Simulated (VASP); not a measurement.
# Au (R-3m) in VASP: single point with PBE

Aim: the single point of Au with PBE.

Program: VASP 6.6.1. These are calculated values, not measurements. Logs are shortened: lines on timing, memory, paths and dates and some standing lists are left out, and cuts for length are marked.

### 1 The cell of the first run

The structure is trigonal, space group R-3m (No. 166). The conventional cell has a = 2.857 Å, b = 2.857 Å, c = 7.454 Å, α = 90.00°, β = 90.00°, γ = 120.00°. Within 3.8 Å of Au (site symmetry -3m) lie 12 Au at 2.86 to 2.98 Å.

### 2 Single point, PBE

Input file INCAR:

```
ALGO = Fast
EDIFF = 1E-6
ENCUT = 520
GGA = PE
ISIF = 2
ISMEAR = 0
ISYM = 0
LASPH = True
LCHARG = False
LREAL = False
LWAVE = False
NBANDS = 12
NELM = 100
PREC = Accurate
SIGMA = 0.1
```

Input file KPOINTS:

```
k-points
0
Gamma
  12 12 14
```

Input file POSCAR:

```
Au
1.0
    2.8571513840      0.0000000000      0.0000000000
   -1.4285756920      2.4743656810      0.0000000000
    1.4285756920      0.8247885603      2.4846498251
Au
1
Direct
    0.0000000000      0.0000000000      0.0000000000
```

Potentials or basis: VASP PAW PBE potentials, release 64 (Au).

Started as:

```sh
> cat potpaw_PBE.64/Au/POTCAR > POTCAR
> mpirun -np 1 vasp_std > vasp.out
```

OUTCAR:

```text
EDIFF = 1E-6
   ENCUT = 520
   GGA = PE
   ISIF = 2
   ISMEAR = 0
   ISYM = 0
   LASPH = True
   LREAL = False
   NELM = 100
   PREC = Accurate

 ion  position               nearest neighbor table
   1  0.000  0.000  0.000-

IMPORTANT INFORMATION: All symmetrisations will be switched off!
NOSYMM: (Re-)initialisation of all symmetry stuff for point group C_1.

----------------------------------------------------------------------------------------

                                     Primitive cell

  volume of cell :      17.5656

  direct lattice vectors                    reciprocal lattice vectors
     2.857151384  0.000000000  0.000000000     0.349998955  0.202071991 -0.268314134
    -1.428575692  2.474365681  0.000000000     0.000000000  0.404143982 -0.134157067
     1.428575692  0.824788560  2.484649825     0.000000000  0.000000000  0.402471201

  length of vectors
     2.857151384  2.857151384  2.982379827     0.485102910  0.425829164  0.402471201

  position of ions in fractional coordinates (direct lattice)
     0.000000000  0.000000000  0.000000000

  ion indices of the primitive-cell ions
   primitive index   ion index
                 1           1

----------------------------------------------------------------------------------------

 KPOINTS: k-points

Automatic generation of k-mesh.
 Grid dimensions read from file:
 generate k-points for:   12   12   14

 Generating k-lattice:

  Cartesian coordinates                     Fractional coordinates (reciprocal lattice)
     0.029166580  0.016839333 -0.022359511     0.083333333  0.000000000 -0.000000000
     0.000000000  0.033678665 -0.011179756     0.000000000  0.083333333  0.000000000
     0.000000000  0.000000000  0.028747943     0.000000000  0.000000000  0.071428571

  Length of vectors
     0.040425242  0.035485764  0.028747943

  Shift w.r.t. Gamma in fractional coordinates (k-lattice)
     0.000000000  0.000000000  0.000000000

 -----------------------------------------------------------------------------
|                                                                             |
|           W    W    AA    RRRRR   N    N  II  N    N   GGGG   !!!           |
|           W    W   A  A   R    R  NN   N  II  NN   N  G    G  !!!           |
|           W    W  A    A  R    R  N N  N  II  N N  N  G       !!!           |
|           W WW W  AAAAAA  RRRRR   N  N N  II  N  N N  G  GGG   !            |
|           WW  WW  A    A  R   R   N   NN  II  N   NN  G    G                |
|           W    W  A    A  R    R  N    N  II  N    N   GGGG   !!!           |
|                                                                             |
|     Your reciprocal lattice and k-lattice belong to different lattice       |
|     classes:                                                                |
|                                                                             |
|        The reciprocal lattice is rhombohedral (trigonal),                   |
|        whereas your k-lattice is base-centered monoclinic.                  |
|                                                                             |
|     Results are often still useful ...                                      |
|                                                                             |
 -----------------------------------------------------------------------------

 WARNING: IBZKPT: internal override: KBLOWUP is changed to .FALSE.
      ... skipping the blow-up phase ...

 Subroutine IBZKPT returns following result:
 ===========================================

 Found   1012 irreducible k-points:

 Following reciprocal coordinates:
            Coordinates               Weight
  0.000000  0.000000  0.000000      1.000000
  0.083333  0.000000  0.000000      2.000000
  0.166667  0.000000  0.000000      2.000000
  0.250000  0.000000  0.000000      2.000000
  0.333333  0.000000  0.000000      2.000000
  0.416667  0.000000  0.000000      2.000000
[... 16 lines left out ...]
  0.250000  0.166667 -0.000000      2.000000
  0.333333  0.166667 -0.000000      2.000000
 [... further k-points ...]
   k-points           NKPTS =   1012   k-points in BZ     NKDIM =   1012   number of bands    NBANDS=     12
   number of dos      NEDOS =    301   number of ions     NIONS =      1
   total plane-waves  NPLWV =  13824
   dimension x,y,z NGX =    24 NGY =   24 NGZ =   24
   dimension x,y,z NGXF=    48 NGYF=   48 NGZF=   48
   ions per type =               1
   NGX,Y,Z   is equivalent  to a cutoff of  13.96, 13.96, 13.38 a.u.
   NGXF,Y,Z  is equivalent  to a cutoff of  27.93, 27.93, 26.76 a.u.
 SYSTEM =  unknown system
   PREC   = accura    normal or accurate (medium, high low for compatibility)
   ISTART =      0    job   : 0-new  1-cont  2-samecut
   ICHARG =      2    charge: 1-file 2-atom 10-const
   ISPIN  =      1    spin polarized calculation?
   LNONCOLLINEAR =      F non collinear calculations
   LSORBIT =      F    spin-orbit coupling
   LASPH  =      T    aspherical Exc in radial PAW
   ENCUT  =  520.0 eV  38.22 Ry    6.18 a.u.   5.31  5.31  5.55*2*pi/ulx,y,z
   NELM   =    100;   NELMIN=  2; NELMDL= -5     # of ELM steps
   EDIFF  = 0.1E-05   stopping-criterion for ELM
   LREAL  =      F    real-space projection
   EDIFFG = 0.1E-04   stopping-criterion for IOM
   NSW    =      0    number of steps for IOM
   IBRION =     -1    ionic relax: 0-MD 1-quasi-New 2-CG
   NFREE  =      0    steps in history (QN), initial steepest desc. (CG)
   ISIF   =      2    stress and relaxation
   ISYM   =      0    0-nonsym 1-usesym 2-fastsym
   POTIM  = 0.5000    time-step for ionic-motion
   TEBEG  =    0.0;   TEEND  =   0.0 temperature during run
   PSTRESS=    0.0 pullay stress
   NELECT =      11.0000    total number of electrons
   NUPDOWN=      -1.0000    fix difference up-down
   EMIN   =  10.00;   EMAX   =-10.00  energy-range for DOS
   EFERMI =   0.00;   METHOD = LEGACY
   ISMEAR =     0;   SIGMA  =   0.10  broadening in eV -4-tet -1-fermi 0-gaus
   EFERMI_NEDOS =   21; number of points for ismear=-14 and -15
   IALGO  =     68    algorithm
   IMIX   =      4    mixing-type and parameters
     AMIX     =   0.40;   BMIX     =  1.00
     AMIX_MAG =   1.60;   BMIX_MAG =  1.00
  volume/ion in A,a.u.               =      17.57       118.54
  Fermi-wavevector in a.u.,A,eV,Ry     =   1.400613  2.646776 26.690793  1.961718
  Thomas-Fermi vector in A             =   2.523557
   LORBIT       =      0    0 simple, 1 ext, 2 COOP (PROOUT), +10 PAW based schemes
   GGA     = PE    functional components
   LHFCALC =     F    Hartree Fock is set to
   AEXX    =    0.0000 exact exchange contribution
   IVDW    =     0    specifies the selected vdW correction
   LEPSILON=     F    determine dielectric tensor
   LRPA    =     F    only Hartree local field effects (RPA)
 non-spin polarized calculation
 RMM-DIIS sequential band-by-band and
 Gauss-broadening in eV      SIGMA  =   0.10
  energy-cutoff  :      520.00
  volume of cell :       17.57
 maximum number of plane-waves:       489
 NGX is ok and might be reduce to    24
   NGX = 11   NGY = 11   NGZ = 11

 number of electron      11.0000000 magnetization

 Free energy of the ion-electron system (eV)
  ---------------------------------------------------
  ext. energy  EPLUGINS =         0.00000000
  ---------------------------------------------------
  free energy    TOTEN  =        -3.20058467 eV

  energy without entropy =       -3.19773790  energy(sigma->0) =       -3.19916129

 E-fermi :   9.0121     XC(G=0): -12.5337

 val. band max:        9.0082204416   @ k =  -0.2500   0.5000   0.0714
 cond. band min:       9.0202804618   @ k =   0.0000  -0.3333   0.2143
 fundamental gap:      0.0120600201
 Fermi energy:         9.0120887373

 k-point     1 :       0.0000    0.0000    0.0000
  band No.  band energies     occupation
      1      -0.5694      2.00000
      2       4.0867      2.00000
      3       4.5527      2.00000
      4       4.5530      2.00000
      5       5.9235      2.00000
      6       5.9238      2.00000
      7      23.3321      0.00000
      8      26.2074      0.00000
      9      28.0871      0.00000
     10      28.0876      0.00000
     11      32.0352      0.00000
     12      35.4191      0.00000

 k-point     2 :       0.0833    0.0000    0.0000
  band No.  band energies     occupation
      1      -0.2551      2.00000
      2       4.1081      2.00000
      3       4.5194      2.00000
      4       4.6913      2.00000
      5       5.7554      2.00000
      6       5.9847      2.00000
      7      23.6343      0.00000
      8      25.8739      0.00000
      9      27.2344      0.00000
     10      27.8394      0.00000
     11      33.2965      0.00000
     12      34.1748      0.00000

 k-point     3 :       0.1667    0.0000    0.0000
  band No.  band energies     occupation
      1       0.6327      2.00000
      2       3.8366      2.00000
      3       4.7947      2.00000
      4       5.0928      2.00000
      5       5.3688      2.00000
      6       6.1559      2.00000
      7      24.0308      0.00000
      8      25.4458      0.00000
      9      25.8237      0.00000
     10      26.5453      0.00000
     11      30.4225      0.00000
     12      32.9680      0.00000
[... 286 lines left out ...]
 k-point    23 :       0.2500    0.1667   -0.0000
  band No.  band energies     occupation
      1       2.7656      2.00000
      2       3.2525      2.00000
      3       4.8187      2.00000
      4       5.6328      2.00000
      5       6.9396      2.00000
      6       8.0168      2.00000
      7      17.7958      0.00000
      8      21.3210      0.00000
      9      21.8777      0.00000
     10      25.4930      0.00000
     11      30.7568      0.00000
     12      34.3267      0.00000

 k-point    24 :       0.3333    0.1667   -0.0000
  band No.  band energies     occupation
      1       2.6774      2.00000
      2       2.9536      2.00000
      3       5.6144      2.00000
      4       6.1679      2.00000
      5       7.1123      2.00000
      6      10.1547      0.00000
      7      15.7682      0.00000
      8      18.7441      0.00000
      9      19.9857      0.00000
     10      25.9017      0.00000
     11      30.8644      0.00000
     12      35.0296      0.00000

 [... further k-points ...]
[... 5 lines left out ...]
  --------------------------------------------------------------------------------------
  -------------------------------------------------------------------------------------
  Total        0.5419043      0.5487842      0.1419454     -0.0059590     -0.0053772     -0.0093146
  in kB       49.4277492     50.0552785     12.9470156     -0.5435289     -0.4904624     -0.8495929
  external PRESSURE =      37.4766811 kB  Pullay stress =       0.0000000 kB

 VOLUME and BASIS-vectors are now :
 -----------------------------------------------------------------------------
  energy-cutoff  :      520.00
  volume of cell :       17.57
      direct lattice vectors                 reciprocal lattice vectors
     2.857151384  0.000000000  0.000000000     0.349998955  0.202071991 -0.268314134
    -1.428575692  2.474365681  0.000000000     0.000000000  0.404143982 -0.134157067
     1.428575692  0.824788560  2.484649825     0.000000000  0.000000000  0.402471201

 POSITION                                       TOTAL-FORCE (eV/Angst)
 -----------------------------------------------------------------------------------
      0.00000      0.00000      0.00000        -0.000000      0.000000      0.000000
 -----------------------------------------------------------------------------------
    total drift:                               -0.000000      0.000000      0.000000

  FREE ENERGIE OF THE ION-ELECTRON SYSTEM (eV)
  ---------------------------------------------------
  free  energy   TOTEN  =        -3.2005846710 eV

  energy  without entropy=       -3.1977379047  energy(sigma->0) =       -3.19916129
```

Run time: 2.5 min. Hardware: 1 thread of Intel Xeon Platinum 8259CL at 2.50GHz (Skylake/Cascade Lake), shared host; peak memory 0.31 GiB.

What came out:

| Property | Result |
| --- | --- |
| Free energy | -3.2006 eV |
| Pressure | 3.7 GPa |

Stress tensor (GPa, compression positive):
```
 4.94 -0.05 -0.08
-0.05  5.01 -0.05
-0.08 -0.05  1.29
```

Caveat: spin-orbit coupling is left out, which moves the levels of the heavy elements.
